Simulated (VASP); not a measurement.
# Al15GeO24 (a cell with a defect) (Ge_Al) in VASP: relaxation of the atoms with PBE

Aim: the relaxation of the atoms of Al15GeO24 (a cell with a defect) (Ge_Al) with PBE.

All numbers are computed with VASP 6.6.1; they aren't measurements. Logs are shortened: lines on timing, memory, paths and dates and some standing lists are left out, and cuts for length are marked.

### 1 The cell of the first run

The cell holds a defect, 40 atoms: a = 5.181 Å, b = 10.361 Å, c = 10.361 Å, α = 55.29°, β = 55.29°, γ = 55.29°.

### 2 Relaxation of the atoms, PBE

The input, INCAR:

```
ALGO     = Normal         # electronic algorithm
EDIFF    = 1E-6           # SCF threshold, eV
EDIFFG   = -0.03          # ionic threshold
ENCUT    = 520            # plane-wave cutoff, eV
GGA      = PE             # functional
IBRION   = 2              # ionic algorithm
ISIF     = 2              # what is computed and relaxed
ISMEAR   = 0              # smearing method
LASPH    = T              # aspherical terms in the spheres
LCHARG   = F              # write CHGCAR
LREAL    = Auto         
LWAVE    = F              # write WAVECAR
NELECT   = 204.0        
NELM     = 60             # most SCF steps
NSW      = 100            # ionic steps
PREC     = Accurate       # precision mode
SIGMA    = 0.01           # smearing width, eV
```

The input, KPOINTS:

```
Automatic mesh
0
Gamma
  1 1 1
  0.25 0.25 0.25
```

The input, POSCAR:

```
Al15GeO24
1.0
    2.4039417600      1.3879164200      4.3742070900
   -4.8078835200      2.7758328500      8.7484141900
    0.0000000000     -5.5516656900      8.7484141900
Al Ge O
15 1 24
Direct
    0.6478877100      0.3239438500      0.3239438500
    0.1478877100      0.0739438500      0.0739438500
    0.3521122900      0.1760561500      0.1760561500
    0.6478877100      0.3239438500      0.8239438500
    0.8521122900      0.4260561500      0.9260561500
    0.1478877100      0.0739438500      0.5739438500
    0.3521122900      0.1760561500      0.6760561500
    0.6478877100      0.8239438500      0.3239438500
    0.8521122900      0.9260561500      0.4260561500
    0.1478877100      0.5739438500      0.0739438500
    0.3521122900      0.6760561500      0.1760561500
    0.6478877100      0.8239438500      0.8239438500
    0.8521122900      0.9260561500      0.9260561500
    0.1478877100      0.5739438500      0.5739438500
    0.3521122900      0.6760561500      0.6760561500
    0.8521122900      0.4260561500      0.4260561500
    0.4438508600      0.0280745700      0.3750000000
    0.9438508600      0.1250000000      0.2780745700
    0.0561491400      0.3750000000      0.2219254300
    0.7500000000      0.2219254300      0.0280745700
    0.2500000000      0.2780745700      0.4719254300
    0.5561491400      0.4719254300      0.1250000000
    0.4438508600      0.0280745700      0.8750000000
    0.9438508600      0.1250000000      0.7780745700
    0.0561491400      0.3750000000      0.7219254300
    0.7500000000      0.2219254300      0.5280745700
    0.2500000000      0.2780745700      0.9719254300
    0.5561491400      0.4719254300      0.6250000000
    0.4438508600      0.5280745700      0.3750000000
    0.9438508600      0.6250000000      0.2780745700
    0.0561491400      0.8750000000      0.2219254300
    0.7500000000      0.7219254300      0.0280745700
    0.2500000000      0.7780745700      0.4719254300
    0.5561491400      0.9719254300      0.1250000000
    0.4438508600      0.5280745700      0.8750000000
    0.9438508600      0.6250000000      0.7780745700
    0.0561491400      0.8750000000      0.7219254300
    0.7500000000      0.7219254300      0.5280745700
    0.2500000000      0.7780745700      0.9719254300
    0.5561491400      0.9719254300      0.6250000000
```

Potentials or basis: VASP PAW PBE potentials, release 64 (Al, Ge_d, O).

Command:

```console
$ cat potpaw_PBE.64/Al/POTCAR potpaw_PBE.64/Ge_d/POTCAR potpaw_PBE.64/O/POTCAR > POTCAR
$ mpirun -np 1 vasp_std > vasp.out
```

OUTCAR:

```text
EDIFF = 1E-6
   EDIFFG = -0.03
   ENCUT = 520
   GGA = PE
   IBRION = 2
   ISIF = 2
   ISMEAR = 0
   LASPH = T
   LREAL = Auto
   NELECT = 204.0
   NELM = 60
   NSW = 100
   PREC = Accurate

 ion  position               nearest neighbor table
   1  0.648  0.324  0.324-  18 1.87  22 1.87  21 1.87  19 1.99  26 1.99  29 1.99  16 2.68   3 2.82
                             7 2.82  11 2.82   5 3.25   9 3.25
   2  0.148  0.074  0.074-  23 1.87  31 1.87  20 1.87  34 1.99  27 1.99  18 1.99   3 2.68  13 2.82
                             9 2.82   5 2.82   7 3.25  11 3.25   3 3.25
   3  0.352  0.176  0.176-  19 1.87  17 1.87  20 1.87  18 1.99  27 1.99  34 1.99   2 2.68   1 2.82
                             4 2.82   8 2.82   6 3.25  10 3.25   2 3.25
   4  0.648  0.324  0.824-  24 1.87  28 1.87  27 1.87  25 1.99  20 1.99  35 1.99   5 2.68   7 2.82
                             3 2.82  15 2.82  13 3.25   5 3.25
   5  0.852  0.426  0.926-  22 1.87  36 1.87  27 1.87  35 1.99  20 1.99  25 1.99   4 2.68  10 2.82
                            14 2.82   2 2.82   1 3.25  12 3.25   4 3.25
   6  0.148  0.074  0.574-  17 1.87  37 1.87  26 1.87  40 1.99  21 1.99  24 1.99   7 2.68   9 2.82
                            13 2.82  16 2.82   3 3.25  15 3.25   7 3.25
   7  0.352  0.176  0.676-  25 1.87  23 1.87  26 1.87  24 1.99  21 1.99  40 1.99   6 2.68   4 2.82
                             1 2.82  12 2.82   2 3.25  14 3.25   6 3.25
   8  0.648  0.824  0.324-  30 1.87  34 1.87  33 1.87  31 1.99  38 1.99  17 1.99   9 2.68  11 2.82
                            15 2.82   3 2.82  13 3.25   9 3.25
   9  0.852  0.926  0.426-  40 1.87  18 1.87  33 1.87  17 1.99  38 1.99  31 1.99   8 2.68   6 2.82
                             2 2.82  14 2.82  12 3.25   1 3.25   8 3.25
  10  0.148  0.574  0.074-  35 1.87  19 1.87  32 1.87  22 1.99  39 1.99  30 1.99  11 2.68   5 2.82
                            16 2.82  13 2.82  15 3.25   3 3.25  11 3.25
  11  0.352  0.676  0.176-  31 1.87  29 1.87  32 1.87  30 1.99  39 1.99  22 1.99  10 2.68   8 2.82
                            12 2.82   1 2.82  14 3.25   2 3.25  10 3.25
  12  0.648  0.824  0.824-  36 1.87  40 1.87  39 1.87  37 1.99  32 1.99  23 1.99  13 2.68  15 2.82
                            11 2.82   7 2.82   9 3.25   5 3.25  13 3.25
  13  0.852  0.926  0.926-  34 1.87  24 1.87  39 1.87  23 1.99  32 1.99  37 1.99  12 2.68   2 2.82
                             6 2.82  10 2.82   8 3.25   4 3.25  12 3.25
  14  0.148  0.574  0.574-  29 1.87  25 1.87  38 1.87  28 1.99  33 1.99  36 1.99  15 2.68  16 2.82
                             5 2.82   9 2.82  11 3.25   7 3.25  15 3.25
  15  0.352  0.676  0.676-  37 1.87  35 1.87  38 1.87  36 1.99  33 1.99  28 1.99  14 2.68  12 2.82
                             8 2.82   4 2.82  10 3.25   6 3.25  14 3.25
  16  0.852  0.426  0.426-  28 1.87  30 1.87  21 1.87  29 1.99  26 1.99  19 1.99   1 2.68  14 2.82
                            10 2.82   6 2.82
  17  0.444  0.028  0.375-   6 1.87   3 1.87   9 1.99   8 1.99
  18  0.944  0.125  0.278-   1 1.87   9 1.87   3 1.99   2 1.99
  19  0.056  0.375  0.222-   3 1.87  10 1.87   1 1.99  16 1.99
  20  0.750  0.222  0.028-   3 1.87   2 1.87   5 1.99   4 1.99
  21  0.250  0.278  0.472-   1 1.87  16 1.87   6 1.99   7 1.99
  22  0.556  0.472  0.125-   5 1.87   1 1.87  10 1.99  11 1.99
[... 16 lines left out ...]
  39  0.250  0.778  0.972-  12 1.87  13 1.87  10 1.99  11 1.99
  40  0.556  0.972  0.625-   9 1.87  12 1.87   6 1.99   7 1.99

  LATTYP: Found a base centered monoclinic cell.
 ALAT       =    14.1357249055
 B/A-ratio  =     0.6802457681
 C/A-ratio  =     0.3664920511
 COS(beta)  =    -0.1016821385

  Lattice vectors:

 A1 = (   7.2118252800,  -1.3879164300,  -4.3742071000)
 A2 = (   2.4039417600,   6.9395821100,  -4.3742071000)
 A3 = (   2.4039417600,   1.3879164200,   4.3742070900)

Analysis of symmetry for initial positions (statically):
=====================================================================
 Subroutine PRICEL returns:
 Original cell was already a primitive cell.

 Routine SETGRP: Setting up the symmetry group for a
 base centered monoclinic supercell.

 Subroutine GETGRP returns: Found  1 space group operations
 (whereof  1 operations were pure point group operations)
 out of a pool of  4 trial point group operations.

The static configuration has the point symmetry C_1 .

Analysis of symmetry for dynamics (positions and initial velocities):
=====================================================================
 Subroutine PRICEL returns:
 Original cell was already a primitive cell.

 Routine SETGRP: Setting up the symmetry group for a
 base centered monoclinic supercell.

 Subroutine GETGRP returns: Found  1 space group operations
 (whereof  1 operations were pure point group operations)
 out of a pool of  4 trial point group operations.

The dynamic configuration has the point symmetry C_1 .

 Subroutine INISYM returns: Found  1 space group operations
 (whereof  1 operations are pure point group operations),
 and found     1 'primitive' translations

----------------------------------------------------------------------------------------

                                     Primitive cell

[... 164 lines left out ...]
  Fermi-wavevector in a.u.,A,eV,Ry     =   1.367159  2.583555 25.430962  1.869123
  Thomas-Fermi vector in A             =   2.493236
   LORBIT       =      0    0 simple, 1 ext, 2 COOP (PROOUT), +10 PAW based schemes
   GGA     = PE    functional components
   LHFCALC =     F    Hartree Fock is set to
   AEXX    =    0.0000 exact exchange contribution
   IVDW    =     0    specifies the selected vdW correction
   LEPSILON=     F    determine dielectric tensor
   LRPA    =     F    only Hartree local field effects (RPA)
 conjugate gradient relaxation of ions
 non-spin polarized calculation
 Gauss-broadening in eV      SIGMA  =   0.01
  energy-cutoff  :      520.00
  volume of cell :      350.27
 maximum number of plane-waves:      9444
 NGX is ok and might be reduce to    40
   NGX = 19   NGY = 39   NGZ = 39

--------------------------------------- Ionic step        1  -------------------------------------------

 number of electron     204.0000032 magnetization

 Free energy of the ion-electron system (eV)
  ---------------------------------------------------
  ext. energy  EPLUGINS =         0.00000000
  ---------------------------------------------------
  free energy    TOTEN  =      -281.13663110 eV

  energy without entropy =     -281.13663110  energy(sigma->0) =     -281.13663110

------------------------ aborting loop because EDIFF is reached ----------------------------------------

  FORCE on cell =-STRESS in cart. coord.  units (eV):
  Direction    XX          YY          ZZ          XY          YZ          ZX
  --------------------------------------------------------------------------------------
  -------------------------------------------------------------------------------------
  Total       36.5107880     36.7651738     34.0131135     -0.2442815     -0.0727612      0.0412342
  in kB      167.0067211    168.1703265    155.5819217     -1.1173861     -0.3328222      0.1886124
  external PRESSURE =     163.5863231 kB  Pullay stress =       0.0000000 kB
[... 61 lines left out ...]
--------------------------------------- Ionic step        2  -------------------------------------------

 number of electron     204.0000016 magnetization

 E-fermi :  10.0959     XC(G=0): -11.6602

 val. band max:       10.0218231435   @ k =   0.2500   0.2500   0.2500
 cond. band min:      12.7770467985   @ k =   0.2500   0.2500   0.2500
 fundamental gap:      2.7552236551
 Fermi energy:        10.0959239360

 k-point     1 :       0.2500    0.2500    0.2500
  band No.  band energies     occupation
      1     -14.8466      2.00000
      2     -14.8390      2.00000
      3     -14.7530      2.00000
      4     -14.7434      2.00000
      5     -14.7409      2.00000
      6     -13.0714      2.00000
[... 106 lines left out ...]
    113      15.6033      0.00000
    114      15.7004      0.00000
 [bands above 114 left out]

------------------------ aborting loop because EDIFF is reached ----------------------------------------

  FORCE on cell =-STRESS in cart. coord.  units (eV):
  Direction    XX          YY          ZZ          XY          YZ          ZX
  --------------------------------------------------------------------------------------
  -------------------------------------------------------------------------------------
  Total       32.1708105     32.4414333     29.8318566     -0.5019818     -0.3786425      0.1819106
  in kB      147.1549060    148.3927819    136.4561224     -2.2961525     -1.7319771      0.8320910
  external PRESSURE =     144.0012701 kB  Pullay stress =       0.0000000 kB
[... 129 lines left out ...]
  FREE ENERGIE OF THE ION-ELECTRON SYSTEM (eV)
  ---------------------------------------------------
  free  energy   TOTEN  =      -283.7123156977 eV

  energy  without entropy=     -283.7123156977  energy(sigma->0) =     -283.71231570

[... ionic steps 4 to 17 ...]

--------------------------------------- Ionic step       18  -------------------------------------------

 number of electron     204.0000008 magnetization

------------------------ aborting loop because EDIFF is reached ----------------------------------------
[... 143 lines left out ...]
--------------------------------------- Ionic step       20  -------------------------------------------

 number of electron     204.0000009 magnetization

 Free energy of the ion-electron system (eV)
  ---------------------------------------------------
  ext. energy  EPLUGINS =         0.00000000
  ---------------------------------------------------
  free energy    TOTEN  =      -284.39807134 eV

  energy without entropy =     -284.39807134  energy(sigma->0) =     -284.39807134

 E-fermi :   9.0483     XC(G=0): -11.6651

 val. band max:        8.9231297351   @ k =   0.2500   0.2500   0.2500
 cond. band min:      12.5455774449   @ k =   0.2500   0.2500   0.2500
 fundamental gap:      3.6224477098
 Fermi energy:         9.0483385261

 k-point     1 :       0.2500    0.2500    0.2500
  band No.  band energies     occupation
      1     -15.4796      2.00000
      2     -15.4661      2.00000
      3     -15.4442      2.00000
      4     -15.4260      2.00000
      5     -15.4178      2.00000
      6     -13.0923      2.00000
[... 106 lines left out ...]
    113      15.6552      0.00000
    114      15.7898      0.00000
 [bands above 114 left out]

------------------------ aborting loop because EDIFF is reached ----------------------------------------

  FORCE on cell =-STRESS in cart. coord.  units (eV):
  Direction    XX          YY          ZZ          XY          YZ          ZX
  --------------------------------------------------------------------------------------
  -------------------------------------------------------------------------------------
  Total       30.8832653     31.8983564     24.4389737     -1.0063248     -0.6692744     -0.3449032
  in kB      141.2654498    145.9086536    111.7881341     -4.6031055     -3.0613782     -1.5776474
  external PRESSURE =     132.9874125 kB  Pullay stress =       0.0000000 kB
[... 55 lines left out ...]
  FREE ENERGIE OF THE ION-ELECTRON SYSTEM (eV)
  ---------------------------------------------------
  free  energy   TOTEN  =      -284.3980713357 eV

  energy  without entropy=     -284.3980713357  energy(sigma->0) =     -284.39807134

 reached required accuracy - stopping structural energy minimisation
```

Wall time 24 min (1 thread of Intel Xeon Platinum 8488C (Sapphire Rapids), shared host); peak memory 0.62 GiB.

What came out:

| Item | Value |
| --- | --- |
| Free energy | -284.3981 eV |
| Energy gained by relaxing | 81.5 meV/atom |
| Ionic steps | 20 |
| Largest force after relaxing | 0.019 eV/Å |

Forces on the atoms (eV/Å):
```
Al  -0.002  0.002  0.004
Al   0.003 -0.007 -0.013
Al   0.000 -0.017  0.009
Al   0.000 -0.011  0.001
Al   0.002  0.009 -0.004
Al  -0.006  0.005 -0.001
Al  -0.006  0.012 -0.001
Al  -0.002 -0.006  0.011
Al  -0.010 -0.008 -0.002
Al   0.001 -0.006 -0.003
Al   0.010 -0.003  0.006
Al  -0.008  0.015  0.010
Al   0.004 -0.001  0.002
Al  -0.006  0.012 -0.011
Al  -0.011  0.005 -0.004
Ge   0.000 -0.003 -0.002
O    0.014 -0.002  0.005
O   -0.008  0.002  0.008
O    0.002 -0.002  0.003
O   -0.001  0.002  0.003
O   -0.006  0.003  0.013
O    0.015  0.008  0.002
O   -0.008 -0.007  0.001
O   -0.005 -0.009 -0.001
O   -0.011  0.004  0.006
O    0.001 -0.001  0.005
O    0.008  0.007 -0.002
O   -0.003 -0.011 -0.004
O   -0.009 -0.004  0.003
O    0.013  0.011 -0.001
O    0.003  0.007  0.008
O    0.017  0.006  0.002
O   -0.001  0.003 -0.003
O   -0.005 -0.009  0.000
O    0.012  0.002 -0.006
O    0.003  0.002 -0.012
O   -0.002 -0.008 -0.012
O    0.010 -0.004 -0.008
O   -0.007 -0.002 -0.005
O    0.002  0.002 -0.008
```

The path:
```
step  energy change (eV)  largest force (eV/Å)  pressure (GPa)
   1              0.0000                3.8649           16.36
   2             -2.4853                1.4650           14.40
   3             -2.5757                1.2449           14.45
   4             -3.0335                0.7337           13.80
   5             -3.0348                0.7176           13.79
   6             -3.1435                0.5190           13.60
   7             -3.1471                0.4510           13.61
   8             -3.2024                0.2678           13.46
   9             -3.2034                0.2884           13.44
  10             -3.2373                0.1391           13.38
  11             -3.2408                0.2279           13.36
  12             -3.2526                0.1360           13.33
  13             -3.2527                0.1176           13.33
  14             -3.2576                0.0754           13.32
  15             -3.2577                0.0857           13.32
  16             -3.2601                0.0554           13.30
  17             -3.2601                0.0560           13.30
  18             -3.2610                0.0404           13.30
  19             -3.2610                0.0319           13.30
  20             -3.2614                0.0193           13.30
```

Final structure:
```
CELL_PARAMETERS angstrom
2.40394 1.38792 4.37421
-4.80788 2.77583 8.74841
0.00000 -5.55167 8.74841
ATOMIC_POSITIONS crystal
Al 0.66466 0.32569 0.32662
Al 0.14875 0.07700 0.07310
Al 0.35107 0.17643 0.17490
Al 0.64487 0.32049 0.83048
Al 0.84428 0.42895 0.92856
Al 0.15818 0.06906 0.57445
Al 0.36430 0.17063 0.67610
Al 0.64085 0.83111 0.32172
Al 0.85720 0.92603 0.42476
Al 0.14186 0.57603 0.07418
Al 0.34305 0.68190 0.17228
Al 0.64899 0.82266 0.82365
Al 0.85377 0.92584 0.92551
Al 0.14432 0.57108 0.57435
Al 0.34554 0.67343 0.68092
Ge 0.88294 0.43452 0.43729
O 0.44704 0.02610 0.37323
O 0.95122 0.12355 0.27735
O 0.06174 0.37641 0.20607
O 0.74868 0.22218 0.02839
O 0.31581 0.24564 0.47592
O 0.54732 0.47228 0.12772
O 0.44542 0.02846 0.87500
O 0.94655 0.12385 0.77837
O 0.04921 0.37287 0.72115
O 0.76544 0.20623 0.53281
O 0.24471 0.27741 0.97174
O 0.49659 0.47200 0.65701
O 0.40051 0.52921 0.37637
O 0.93786 0.66353 0.24259
O 0.06039 0.88059 0.22056
O 0.74514 0.72426 0.02556
O 0.25210 0.77480 0.47180
O 0.55664 0.97860 0.12030
O 0.44174 0.52952 0.87842
O 0.92716 0.62719 0.78175
O 0.05693 0.87280 0.72217
O 0.74620 0.71920 0.52685
O 0.25608 0.78438 0.96136
O 0.56490 0.95810 0.62862
```

Caveat: the k points lie up to 1.58 Å⁻¹ apart; the cell carries a net charge on a neutralising background, which shifts energy and pressure; the cell is charged against a uniform background, so pressure and absolute levels hang on convention.
